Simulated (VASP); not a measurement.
Set up this calculation in VASP 6.6.1, as the native input.

```yaml
Task: electric field gradients
Functional: PBE
Potentials_or_basis: VASP PAW PBE potentials, release 64 (K_sv, Ta_pv, O)
Cutoff: 520 eV
k_mesh: 5 × 5 × 5
Occupations: fermi-dirac, width 0.02 eV
Spin: no spin polarisation
Dipole_correction: no
Further_INCAR_settings: ALGO = Normal; EDIFF = 1e-08; NBANDS = 27
```

The structure of KTaO3 lies in POSCAR:

```
KTaO3
1.0
    3.9883000000      0.0000000000      0.0000000000
    0.0000000000      3.9883000000      0.0000000000
    0.0000000000      0.0000000000      3.9883000000
K Ta O
1 1 3
Direct
    0.5000000000      0.5000000000      0.5000000000
    0.0000000000      0.0000000000      0.0000000000
    0.5000000000      0.0000000000      0.0000000000
    0.0000000000      0.5000000000      0.0000000000
    0.0000000000      0.0000000000      0.5000000000
```

The input as run:

INCAR

```
SYSTEM = KTaO3
  ALGO = Normal
  EDIFF = 1E-8
  ENCUT = 520
  GGA = PE
  ISIF = 2
  ISMEAR = -1
  LASPH = .True.
  LCHARG = .False.
  LEFG = .True.
  LREAL = .False.
  LWAVE = .False.
  NBANDS = 27
  NELM = 80
  PREC = Accurate
  SIGMA = 0.02
```

KPOINTS

```
k-points
0
Gamma
  5 5 5
  0 0 0
```

Potentials or basis: VASP PAW PBE potentials, release 64 (K_sv, Ta_pv, O).

Launch:

```console
$ cat potpaw_PBE.64/K_sv/POTCAR potpaw_PBE.64/Ta_pv/POTCAR potpaw_PBE.64/O/POTCAR > POTCAR
$ mpirun -np 1 vasp_std > vasp.out
```

It gave:

The pressure is 6.1 GPa and the band gap on the k mesh is 2.28 eV, indirect (least direct gap 2.79 eV).

Caveat: without QUAD_EFG the Cq values of the log hold for a quadrupole moment of 1 mb, not for the nuclei; spin-orbit coupling is left out, which moves the levels of the heavy elements.

Wall time 29 s on 1 thread of Intel Xeon 6975P-C (shared host), peak memory 0.17 GiB.
